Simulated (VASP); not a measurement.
# SnO (Romarchite): single point with PBE

SnO (Romarchite):

```
CELL_PARAMETERS angstrom
3.58557 0.00000 0.00000
0.00000 3.58557 0.00000
0.00000 0.00000 4.49842
ATOMIC_POSITIONS crystal
Sn 0.50000 0.00000 0.26550
Sn 0.00000 0.50000 0.73450
O 0.00000 0.00000 0.00000
O 0.50000 0.50000 0.00000
```

This cell differs from its parent crystal: strain -5.5%.

```json
{
 "Program": "VASP 6.6.1",
 "Task": "single point",
 "Functional": "PBE",
 "Potentials or basis": "VASP PAW PBE potentials, release 64 (Sn_d, O)",
 "Cutoff": "520 eV",
 "k mesh": "6 × 6 × 6",
 "Occupations": "fermi-dirac, width 0.02 eV",
 "Spin": "no spin polarisation"
}
```

```yaml
Pressure: 20.5 GPa
Largest_force: 0.648 eV/Å
Band_gap_on_the_k_mesh: zero (band 20 reaches 10.50 eV, above the bottom of band 21 at 8.77 eV)
```

Forces in eV/Å, atoms in the order of the input:
```
Sn   0.000  0.000  0.648
Sn   0.000  0.000 -0.648
O    0.000  0.000  0.000
O    0.000  0.000  0.000
```

Stress tensor (GPa, compression positive):
```
23.61  0.00  0.00
 0.00 23.61  0.00
 0.00  0.00 14.39
```

Levels at points of the mesh, in eV from the Fermi level:
```csv
k point,band 16,band 17,band 18,band 19,band 20,band 21,band 22,band 23,band 24,band 25
"(0.00, 0.00, 0.00)",-7.16,-4.17,-3.44,-3.44,0.61,3.30,4.17,4.17,5.53,6.40
"(0.50, 0.00, 0.00)",-5.99,-5.46,-5.46,-3.78,-3.78,3.85,3.85,6.04,6.04,7.33
"(0.50, 0.50, 0.00)",-6.09,-2.74,-2.74,-2.35,-2.35,-1.12,-1.12,4.22,4.22,8.32
"(0.00, 0.00, 0.50)",-4.26,-3.46,-3.46,-3.22,-2.06,2.18,2.18,2.37,3.84,7.52
"(0.50, 0.00, 0.50)",-6.38,-5.39,-5.39,-2.31,-2.31,3.11,3.11,5.30,5.30,7.69
"(0.50, 0.50, 0.50)",-6.94,-3.53,-3.53,-2.74,-2.74,1.60,1.60,4.87,4.87,6.38
```

Wall time 110 s on 1 thread of AMD EPYC 7R13, with other jobs on the host, peak memory 0.17 GiB.

Caveat: the cell differs from its parent crystal (strain -5.5%); spin-orbit coupling is left out, which moves the levels of the heavy elements.
